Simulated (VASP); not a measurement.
# HfC (R-3m) in VASP: further runs

HfC is run at these levels: PBE; tasks: electric field gradients.

Program: VASP 6.6.1. These are calculated values, not measurements. Logs are shortened: lines on timing, memory, paths and dates and some standing lists are left out, and cuts for length are marked.

### 1 The cell of the first run

Symmetry: R-3m, No. 166, trigonal system. The conventional cell has a = 3.272 Å, b = 3.272 Å, c = 8.135 Å, α = 90.00°, β = 90.00°, γ = 120.00°. Within 3.1 Å of Hf (site symmetry -3m) lie 6 C at 2.33 Å. C (site symmetry -3m) has 6 Hf at 2.33 Å within 3.1 Å.

### 2 Electric field gradients, PBE (equal xy, yz and zx shear strains of +1 %)

The input, INCAR:

```
PREC = Accurate ; ENCUT = 520
EDIFF = 1E-8 ; ISMEAR = -1
SIGMA = 0.05 ; LREAL = F
LASPH = T ; NELM = 100
ALGO = Normal ; ISIF = 2
LWAVE = F ; LCHARG = F
GGA = PE ; LEFG = T
NBANDS = 14
```

The input, KPOINTS:

```
regular mesh
0
Gamma
  15 15 15
```

The input, POSCAR:

```
HfC
1.0
    0.0232500000      2.3366250000      2.3366250000
    2.3366250000      0.0232500000      2.3366250000
    2.3366250000      2.3366250000      0.0232500000
Hf C
1 1
Direct
    0.5000000000      0.5000000000      0.5000000000
    0.0000000000      0.0000000000      0.0000000000
```

Potentials or basis: VASP PAW PBE potentials, release 64 (Hf_pv, C).

On the command line:

```sh
> cat potpaw_PBE.64/Hf_pv/POTCAR potpaw_PBE.64/C/POTCAR > POTCAR
> mpirun -np 1 vasp_std > vasp.out
```

OUTCAR:

```text
PREC = Accurate
   ENCUT = 520
   EDIFF = 1E-8
   ISMEAR = -1
   LREAL = F
   LASPH = T
   NELM = 100
   ISIF = 2
   GGA = PE

 ion  position               nearest neighbor table
   1  0.500  0.500  0.500-   2 2.33   2 2.33   2 2.33   2 2.33   2 2.33   2 2.33
   2  0.000  0.000  0.000-   1 2.33   1 2.33   1 2.33   1 2.33   1 2.33   1 2.33

  LATTYP: Found a trigonal (rhomboedric) cell.
 ALAT       =     3.3045685564
 COS(alpha) =     0.5099250056

  Lattice vectors:

 A1 = (   0.0232500000,   2.3366250000,   2.3366250000)
 A2 = (   2.3366250000,   0.0232500000,   2.3366250000)
 A3 = (   2.3366250000,   2.3366250000,   0.0232500000)

Analysis of symmetry for initial positions (statically):
=====================================================================
 Subroutine PRICEL returns:
 Original cell was already a primitive cell.

 Routine SETGRP: Setting up the symmetry group for a
 trigonal (rhombohedral) supercell.

 Subroutine GETGRP returns: Found 12 space group operations
 (whereof 12 operations were pure point group operations)
 out of a pool of 12 trial point group operations.

The static configuration has the point symmetry D_3d.

Analysis of symmetry for dynamics (positions and initial velocities):
=====================================================================
 Subroutine PRICEL returns:
 Original cell was already a primitive cell.

 Routine SETGRP: Setting up the symmetry group for a
 trigonal (rhombohedral) supercell.

 Subroutine GETGRP returns: Found 12 space group operations
 (whereof 12 operations were pure point group operations)
 out of a pool of 12 trial point group operations.

The dynamic configuration has the point symmetry D_3d.

 Subroutine INISYM returns: Found 12 space group operations
 (whereof 12 operations are pure point group operations),
 and found     1 'primitive' translations

----------------------------------------------------------------------------------------

                                     Primitive cell

  volume of cell :      25.1343

  direct lattice vectors                    reciprocal lattice vectors
     0.023250000  2.336625000  2.336625000    -0.217204408  0.215064463  0.215064463
     2.336625000  0.023250000  2.336625000     0.215064463 -0.217204408  0.215064463
     2.336625000  2.336625000  0.023250000     0.215064463  0.215064463 -0.217204408

  length of vectors
     3.304568556  3.304568556  3.304568556     0.373742159  0.373742159  0.373742159

  position of ions in fractional coordinates (direct lattice)
     0.500000000  0.500000000  0.500000000
     0.000000000  0.000000000  0.000000000

  ion indices of the primitive-cell ions
   primitive index   ion index
                 1           1
                 2           2

----------------------------------------------------------------------------------------

 KPOINTS: regular mesh

Automatic generation of k-mesh.
 Grid dimensions read from file:
 generate k-points for:   15   15   15

 Generating k-lattice:

  Cartesian coordinates                     Fractional coordinates (reciprocal lattice)
    -0.014480294  0.014337631  0.014337631     0.066666667  0.000000000  0.000000000
     0.014337631 -0.014480294  0.014337631     0.000000000  0.066666667  0.000000000
     0.014337631  0.014337631 -0.014480294     0.000000000  0.000000000  0.066666667

  Length of vectors
     0.024916144  0.024916144  0.024916144

  Shift w.r.t. Gamma in fractional coordinates (k-lattice)
     0.000000000  0.000000000  0.000000000

 Subroutine IBZKPT returns following result:
 ===========================================

 Found    344 irreducible k-points:

 Following reciprocal coordinates:
            Coordinates               Weight
  0.000000  0.000000  0.000000      1.000000
  0.066667 -0.000000 -0.000000      6.000000
  0.133333 -0.000000 -0.000000      6.000000
  0.200000  0.000000 -0.000000      6.000000
  0.266667 -0.000000 -0.000000      6.000000
  0.333333  0.000000  0.000000      6.000000
[... 16 lines left out ...]
  0.133333  0.133333  0.000000      6.000000
  0.200000  0.133333  0.000000     12.000000
 [... further k-points ...]
   k-points           NKPTS =    344   k-points in BZ     NKDIM =    344   number of bands    NBANDS=     14
   number of dos      NEDOS =    301   number of ions     NIONS =      2
   total plane-waves  NPLWV =  21952
   dimension x,y,z NGX =    28 NGY =   28 NGZ =   28
   dimension x,y,z NGXF=    56 NGYF=   56 NGZF=   56
   ions per type =               1   1
   NGX,Y,Z   is equivalent  to a cutoff of  14.09, 14.09, 14.09 a.u.
   NGXF,Y,Z  is equivalent  to a cutoff of  28.17, 28.17, 28.17 a.u.
 SYSTEM =  unknown system
   PREC   = accura    normal or accurate (medium, high low for compatibility)
   ISTART =      0    job   : 0-new  1-cont  2-samecut
   ICHARG =      2    charge: 1-file 2-atom 10-const
   ISPIN  =      1    spin polarized calculation?
   LNONCOLLINEAR =      F non collinear calculations
   LSORBIT =      F    spin-orbit coupling
   LASPH  =      T    aspherical Exc in radial PAW
   ENCUT  =  520.0 eV  38.22 Ry    6.18 a.u.   6.14  6.14  6.14*2*pi/ulx,y,z
   NELM   =    100;   NELMIN=  2; NELMDL= -5     # of ELM steps
   EDIFF  = 0.1E-07   stopping-criterion for ELM
   LREAL  =      F    real-space projection
   EDIFFG = 0.1E-06   stopping-criterion for IOM
   NSW    =      0    number of steps for IOM
   IBRION =     -1    ionic relax: 0-MD 1-quasi-New 2-CG
   NFREE  =      0    steps in history (QN), initial steepest desc. (CG)
   ISIF   =      2    stress and relaxation
   ISYM   =      2    0-nonsym 1-usesym 2-fastsym
   POTIM  = 0.5000    time-step for ionic-motion
   TEBEG  =    0.0;   TEEND  =   0.0 temperature during run
   PSTRESS=    0.0 pullay stress
   NELECT =      14.0000    total number of electrons
   NUPDOWN=      -1.0000    fix difference up-down
   EMIN   =  10.00;   EMAX   =-10.00  energy-range for DOS
   EFERMI =   0.00;   METHOD = LEGACY
   ISMEAR =    -1;   SIGMA  =   0.05  broadening in eV -4-tet -1-fermi 0-gaus
   EFERMI_NEDOS =   21; number of points for ismear=-14 and -15
   IALGO  =     38    algorithm
   IMIX   =      4    mixing-type and parameters
     AMIX     =   0.40;   BMIX     =  1.00
     AMIX_MAG =   1.60;   BMIX_MAG =  1.00
  volume/ion in A,a.u.               =      12.57        84.81
  Fermi-wavevector in a.u.,A,eV,Ry     =   1.346983  2.545428 24.685902  1.814363
  Thomas-Fermi vector in A             =   2.474770
   LORBIT       =      0    0 simple, 1 ext, 2 COOP (PROOUT), +10 PAW based schemes
   GGA     = PE    functional components
   LHFCALC =     F    Hartree Fock is set to
   AEXX    =    0.0000 exact exchange contribution
   IVDW    =     0    specifies the selected vdW correction
   LEPSILON=     F    determine dielectric tensor
   LRPA    =     F    only Hartree local field effects (RPA)
 non-spin polarized calculation
  energy-cutoff  :      520.00
  volume of cell :       25.13
 maximum number of plane-waves:       690
 NGX is ok and might be reduce to    28
   NGX = 13   NGY = 13   NGZ = 13

 number of electron      14.0000000 magnetization

 Free energy of the ion-electron system (eV)
  ---------------------------------------------------
  ext. energy  EPLUGINS =         0.00000000
  ---------------------------------------------------
  free energy    TOTEN  =       -21.04232981 eV

  energy without entropy =      -21.03937968  energy(sigma->0) =      -21.04085474

 E-fermi :   5.9257     XC(G=0): -12.2857

 val. band max:        5.9153330781   @ k =   0.4667   0.4667   0.0667
 cond. band min:       5.9276832513   @ k =  -0.4667  -0.4667   0.0667
 fundamental gap:      0.0123501733
 Fermi energy:         5.9257269414

 k-point     1 :       0.0000    0.0000    0.0000
  band No.  band energies     occupation
      1     -23.6252      2.00000
      2     -23.6139      2.00000
      3     -23.6139      2.00000
      4      -6.3559      2.00000
      5       6.8853      0.00000
      6       6.9886      0.00000
      7       6.9886      0.00000
      8       7.2015      0.00000
      9       7.4142      0.00000
     10       7.4142      0.00000
     11       9.3486      0.00000
     12       9.3486      0.00000
     13      12.7878      0.00000
     14      16.9579      0.00000

 k-point     2 :       0.0667   -0.0000   -0.0000
  band No.  band energies     occupation
      1     -23.6471      2.00000
      2     -23.6264      2.00000
      3     -23.6172      2.00000
      4      -6.2433      2.00000
      5       6.1783      0.01272
      6       6.3225      0.00072
      7       6.4400      0.00007
      8       7.4730      0.00000
      9       7.6338      0.00000
     10       7.9028      0.00000
     11       9.9024      0.00000
     12       9.9116      0.00000
     13      13.0492      0.00000
     14      17.2817      0.00000

 k-point     3 :       0.1333   -0.0000   -0.0000
  band No.  band energies     occupation
      1     -23.7349      2.00000
      2     -23.6348      2.00000
      3     -23.6266      2.00000
      4      -5.9161      2.00000
      5       5.0363      2.00000
      6       5.4602      1.99982
      7       5.5847      1.99782
      8       7.8502      0.00000
      9       8.0065      0.00000
     10       8.3149      0.00000
     11      11.0732      0.00000
     12      11.0835      0.00000
     13      13.7117      0.00000
     14      18.1681      0.00000
[... 324 lines left out ...]
 k-point    23 :       0.1333    0.1333    0.0000
  band No.  band energies     occupation
      1     -23.7280      2.00000
      2     -23.6607      2.00000
      3     -23.6520      2.00000
      4      -5.7989      2.00000
      5       4.2390      2.00000
      6       5.8342      1.72365
      7       5.9340      0.91752
      8       6.5960      0.00000
      9       9.1866      0.00000
     10       9.2852      0.00000
     11       9.6234      0.00000
     12      11.5210      0.00000
     13      14.5055      0.00000
     14      18.5182      0.00000

 k-point    24 :       0.2000    0.1333    0.0000
  band No.  band energies     occupation
      1     -23.8082      2.00000
      2     -23.6799      2.00000
      3     -23.6649      2.00000
      4      -5.4565      2.00000
      5       3.4897      2.00000
      6       5.2845      1.99999
      7       5.4788      1.99974
      8       6.7251      0.00000
      9       9.4009      0.00000
     10       9.7837      0.00000
     11      10.4891      0.00000
     12      12.1997      0.00000
     13      15.4273      0.00000
     14      19.4229      0.00000

 [... further k-points ...]
[... 5 lines left out ...]
  --------------------------------------------------------------------------------------
  -------------------------------------------------------------------------------------
  Total       -0.0668114     -0.0668114     -0.0668114     -0.2666841     -0.2666841     -0.2666841
  in kB       -4.2588721     -4.2588721     -4.2588721    -16.9996991    -16.9996991    -16.9996991
  external PRESSURE =      -4.2588721 kB  Pullay stress =       0.0000000 kB

 VOLUME and BASIS-vectors are now :
 -----------------------------------------------------------------------------
  energy-cutoff  :      520.00
  volume of cell :       25.13
      direct lattice vectors                 reciprocal lattice vectors
     0.023250000  2.336625000  2.336625000    -0.217204408  0.215064463  0.215064463
     2.336625000  0.023250000  2.336625000     0.215064463 -0.217204408  0.215064463
     2.336625000  2.336625000  0.023250000     0.215064463  0.215064463 -0.217204408

 POSITION                                       TOTAL-FORCE (eV/Angst)
 -----------------------------------------------------------------------------------
      2.34825      2.34825      2.34825        -0.000000      0.000000      0.000000
      0.00000      0.00000      0.00000         0.000000     -0.000000     -0.000000
 -----------------------------------------------------------------------------------
    total drift:                                0.000000      0.000000      0.000000

  FREE ENERGIE OF THE ION-ELECTRON SYSTEM (eV)
  ---------------------------------------------------
  free  energy   TOTEN  =       -21.0423298070 eV

  energy  without entropy=      -21.0393796816  energy(sigma->0) =      -21.04085474

 Electric field gradients (V/A^2)
---------------------------------------------------------------------
 ion       V_xx      V_yy      V_zz      V_xy      V_xz      V_yz
---------------------------------------------------------------------
   1       0.000    -0.000     0.000    -1.121    -1.121    -1.121
   2       0.000     0.000    -0.000    -0.175    -0.175    -0.175
---------------------------------------------------------------------

 Electric field gradients after diagonalization (V/A^2)
 (convention: |V_zz| > |V_xx| > |V_yy|)
----------------------------------------------------------------------
 ion       V_xx      V_yy      V_zz     asymmetry (V_yy - V_xx)/ V_zz
----------------------------------------------------------------------
   1       1.121     1.121    -2.241       0.000
   2       0.175     0.175    -0.349       0.000
----------------------------------------------------------------------

           NMR quadrupolar parameters

 Cq : quadrupolar parameter    Cq=e*Q*V_zz/h
 eta: asymmetry parameters     (V_yy - V_xx)/ V_zz
 Q  : nuclear electric quadrupole moment in mb (millibarn)
----------------------------------------------------------------------
 ion       Cq(MHz)       eta       Q (mb)
----------------------------------------------------------------------
   1      -0.005       0.000       1.000
   2      -0.001       0.000       1.000
----------------------------------------------------------------------
```

It took 64 s on 1 thread of Intel Xeon 6975P-C (Granite Rapids), shared host; peak memory 0.26 GiB.

Results:

```
Free energy            : -21.0423 eV
Pressure               : -0.4 GPa
Band gap on the k mesh : zero (band 7 reaches 6.99 eV, above the bottom of band 8 at 5.58 eV)
```

Stress tensor (GPa, compression positive):
```
-0.43 -1.70 -1.70
-1.70 -0.43 -1.70
-1.70 -1.70 -0.43
```

Levels at points of the mesh, in eV from the Fermi level:
```tsv
k point	band 3	band 4	band 5	band 6	band 7	band 8	band 9	band 10	band 11	band 12
(0.00, 0.00, 0.00)	-29.54	-12.28	0.96	1.06	1.06	1.28	1.49	1.49	3.42	3.42
```

Electric field gradients, principal values (V/Å²):
```
atom  least  middle  greatest (by size)
1 Hf  1.121   1.121              -2.241
 2 C  0.175   0.175              -0.349
```

Caveat: the cell differs from its parent crystal (equal xy, yz and zx shear strains of +1 %); without QUAD_EFG the Cq values of the log hold for a quadrupole moment of 1 mb, not for the nuclei; spin-orbit coupling is left out, which moves the levels of the heavy elements.

(Part 1 of 2 ends here.)
